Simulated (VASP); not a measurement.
A run of VASP 6.6.1:

INCAR

```
SYSTEM = MgI2
ALGO     = Normal         ! electronic algorithm
EDIFF    = 1E-7           ! SCF threshold, eV
ENCUT    = 520            ! plane-wave cutoff, eV
GGA      = CA             ! functional
ISIF     = 2              ! what is computed and relaxed
ISMEAR   = 0              ! smearing method
LASPH    = .TRUE.         ! aspherical terms in the spheres
LCHARG   = .FALSE.        ! write CHGCAR
LREAL    = .FALSE.        ! projectors in reciprocal space
LWAVE    = .FALSE.        ! write WAVECAR
NBANDS   = 15             ! bands
NELM     = 80             ! most SCF steps
PREC     = Accurate       ! precision mode
SIGMA    = 0.05           ! smearing width, eV
```

The input KPOINTS:

```
k-points
0
G
  6 6 4
  0 0 0
```

File POSCAR:

```
MgI2
1.0
    4.1834320243      0.0000000000      0.0000000000
   -2.0917160121      3.6229584080      0.0000000000
    0.0000000000      0.0000000000      6.8623682698
Mg I
1 2
Direct
    0.0000000000      0.0000000000      0.0000000000
    0.3333333333      0.6666666667      0.7373977874
    0.6666666667      0.3333333333      0.2626022126
```

Potentials or basis: VASP PAW LDA potentials, release 64 (Mg, I).

Run with:

```console
$ cat potpaw_LDA.64/Mg/POTCAR potpaw_LDA.64/I/POTCAR > POTCAR
$ mpirun -np 1 vasp_std > vasp.out
```

Hardware: 1 thread of Intel(R) Xeon(R) Platinum 8488C (Sapphire Rapids) (shared host).

Question: How long does it take, and how much memory?

Answer: It took 19 s on 1 thread of Intel(R) Xeon(R) Platinum 8488C (Sapphire Rapids) (shared host), peak memory 0.2 GiB. Counts: scf iterations 13, k points 24.
